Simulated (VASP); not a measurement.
A run of VASP 6.6.1 is set up as follows.

POSCAR

```
Pt
1.0
    2.7043096880      0.0000000000      0.0000000000
   -1.3521548440      2.3420008895      0.0000000000
    0.0000000000      0.0000000000      4.6943078975
Pt
2
Direct
    0.3333333333      0.6666666667      0.2500000000
    0.6666666667      0.3333333333      0.7500000000
```

File INCAR.step1:

```
SYSTEM = Pt
PREC     = Accurate       ! precision mode
ENCUT    = 550            ! plane-wave cutoff, eV
ISMEAR   = -1             ! smearing method
SIGMA    = 0.05           ! smearing width, eV
LREAL    = .FALSE.        ! projectors in reciprocal space
LASPH    = .TRUE.         ! aspherical terms in the spheres
NELM     = 120            ! most SCF steps
NBANDS   = 17             ! bands
GGA      = PE             ! functional
ALGO     = Normal         ! electronic algorithm
EDIFF    = 1E-5           ! SCF threshold, eV
LWAVE    = .TRUE.         ! write WAVECAR
LCHARG   = .FALSE.        ! write CHGCAR
GGA_COMPAT= .FALSE.
```

INCAR.step2

```
SYSTEM = Pt
PREC     = Accurate       ! precision mode
ENCUT    = 550            ! plane-wave cutoff, eV
EDIFF    = 1E-6           ! SCF threshold, eV
ISMEAR   = -1             ! smearing method
SIGMA    = 0.05           ! smearing width, eV
LREAL    = .FALSE.        ! projectors in reciprocal space
LASPH    = .TRUE.         ! aspherical terms in the spheres
NELM     = 120            ! most SCF steps
ALGO     = Normal         ! electronic algorithm
ISIF     = 2              ! what is computed and relaxed
LWAVE    = .FALSE.        ! write WAVECAR
LCHARG   = .FALSE.        ! write CHGCAR
METAGGA  = R2SCAN         ! meta-GGA
LMIXTAU  = .TRUE.       
NBANDS   = 17             ! bands
ISTART   = 1            
GGA_COMPAT= .FALSE.
```

Contents of KPOINTS:

```
regular mesh
0
G
  11 11 6
  0 0 0
```

Potentials or basis: VASP PAW PBE potentials, release 64 (Pt).

Launch:

```bash
$ cat potpaw_PBE.64/Pt/POTCAR > POTCAR
$ cp INCAR.step1 INCAR
$ mpirun -np 1 vasp_std > vasp.out
$ cp INCAR.step2 INCAR
$ mpirun -np 1 vasp_std > vasp.out
```

**Question.** What does it give for the band gap on the k mesh?

**Answer.** Zero (bands 10 and 11 overlap by 1.42 eV).

**Question.** Estimate the pressure.

**Answer.** 11.7 GPa.

Stress tensor (GPa, compression positive):
```
12.52  0.00  0.00
 0.00 12.52  0.00
 0.00  0.00  9.96
```

Caveat: the cell stands under pressure; the PAW data sets were made with another functional, which shifts forces and pressure a little; spin-orbit coupling is left out, which moves the levels of the heavy elements.
